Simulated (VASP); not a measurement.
Wanted: the native input for a VASP 6.6.1 run.

| Quantity | Value |
| --- | --- |
| Task | single point |
| Functional | PBEsol |
| Potentials or basis | VASP PAW PBE potentials, release 64 (Ga_d, P) |
| Cutoff | 520 eV |
| k mesh | 9 × 9 × 9 |
| Occupations | gaussian, width 0.02 eV |
| Spin | no spin polarisation |
| Dipole correction | no |
| Further INCAR settings | ALGO = Normal; EDIFF = 1e-06; NBANDS = 26 |

The structure of GaP lies in POSCAR:

```
GaP
1.0
    2.0015387926      1.1555889607      6.8174304035
   -2.0015387926      1.1555889607      6.8174304035
    0.0000000000     -2.3111779214      6.8174304035
Ga P
2 2
Direct
    0.4439449953      0.4439449953      0.4439449953
    0.5560550047      0.5560550047      0.5560550047
    0.0642742876      0.0642742876      0.0642742876
    0.9357257124      0.9357257124      0.9357257124
```

This cell differs from its parent crystal: strained.

One way to write it, as run:

INCAR

```
SYSTEM = GaP
PREC = Accurate
ENCUT = 520
EDIFF = 1E-6
ISMEAR = 0
SIGMA = 0.02
LREAL = .FALSE.
LASPH = .TRUE.
NELM = 80
ALGO = Normal
ISIF = 2
LWAVE = .FALSE.
LCHARG = .FALSE.
GGA = PS
NBANDS = 26
```

KPOINTS

```
Automatic mesh
0
G
  9 9 9
  0 0 0
```

Potentials or basis: VASP PAW PBE potentials, release 64 (Ga_d, P).

Command:

```sh
$ cat potpaw_PBE.64/Ga_d/POTCAR potpaw_PBE.64/P/POTCAR > POTCAR
$ mpirun -np 1 vasp_std > vasp.out
```

Results of the run:

```json
{
  "Pressure": "-7.9 GPa",
  "Largest force": "2.466 eV/Å",
  "Band gap on the k mesh": "zero (band 18 reaches 3.31 eV, above the bottom of band 19 at 3.23 eV)"
}
```

Caveat: the cell differs from its parent crystal (strained); the PAW data sets were made with another functional, which shifts forces and pressure a little.

Wall time 6.9 min on 1 thread of Intel(R) Xeon(R) Platinum 8488C (Sapphire Rapids) (shared host), peak memory 0.49 GiB.
